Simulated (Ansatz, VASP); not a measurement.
## WF3: VASP beside Ansatz

```xyz
4
Lattice="0.0000 3.2029 3.2029 3.2029 0.0000 3.2029 3.2029 3.2029 0.0000" Properties=species:S:1:pos:R:3 pbc="T T T"
W     0.0000    0.0000    0.0000
F     3.2029    3.2029    3.2029
F     4.8044    4.8044    4.8044
F     1.6015    1.6015    1.6015
```

Change from the starting cell: species swapped into the PrMg3 type (Fm-3m, No. 225).

Alike in both runs: task single point; functional PBE; k mesh 6 × 6 × 6; occupations gaussian, width 0.1 eV; collinear spin.

|  | VASP | Ansatz |
| --- | --- | --- |
| version | VASP 6.6.1 | Ansatz 0.2.0 |
| potentials or method | VASP PAW PBE potentials, release 64 (W_sv, F), cutoff 520 eV | scalar-relativistic, plane waves, PAW |
| valence electrons in the cell | 35 | 35 |

|  | VASP | Ansatz | Ansatz less VASP |
| --- | --- | --- | --- |
| gap on the k mesh at the Fermi level (eV) | none | none | - |
| pressure (GPa) | -25.1 | -24.9 | +0.26 |
| net moment per atom (μB) | 0.75 | 0.75 | 0.000 |
| size of the moment on the site where the two differ most (μB) | 2.66 | 2.50 | -0.166 |

Site moments also hang on the region over which each program counts them. A gap of «none» marks a metal or a gap that the smearing closes. The functional is the same, so the differences come from potentials, cutoffs and numerics. Ansatz's warnings: no starting moments.

Neither program's run includes spin-orbit coupling.
